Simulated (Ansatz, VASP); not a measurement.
**SbP2: VASP beside Ansatz**

```
CELL_PARAMETERS angstrom
4.44234 0.00000 0.00000
0.00000 4.44234 0.00000
0.00000 0.00000 6.33842
ATOMIC_POSITIONS crystal
Sb 0.00000 0.50000 0.51487
Sb 0.50000 0.00000 0.48513
P 0.00000 0.00000 0.00000
P 0.50000 0.50000 0.00000
P 0.00000 0.50000 0.10636
P 0.50000 0.00000 0.89364
```

Alike in both runs: functional r2SCAN; k mesh 10 × 10 × 6; occupations gaussian, width 0.1 eV; no spin polarisation.

Ansatz relaxed the structure, and its values are those at the end. VASP's run is a single point on that final structure, the one shown.

|  | VASP | Ansatz |
| --- | --- | --- |
| version | VASP 6.6.1 | Ansatz 0.2.0 |
| potentials or method | VASP PAW PBE potentials, release 64 (Sb, P), cutoff 520 eV | scalar-relativistic, plane waves, PAW |
| valence electrons in the cell | 30 | 50 |

```tsv
	VASP	Ansatz	Ansatz less VASP
gap on the k mesh at the Fermi level (eV)	none	none	-
pressure (GPa)	-0.2	0.0	+0.22
rms of the force components (eV/Å)	0.019	0.000	-0.0185
```

VASP's potentials were made for PBE, not for r2SCAN. A gap of «none» marks a metal or a gap that the smearing closes. VASP's potentials hold 30 valence electrons a cell and Ansatz's 50, so a difference there can come from the potentials and not from the codes.

Neither program's run includes spin-orbit coupling.
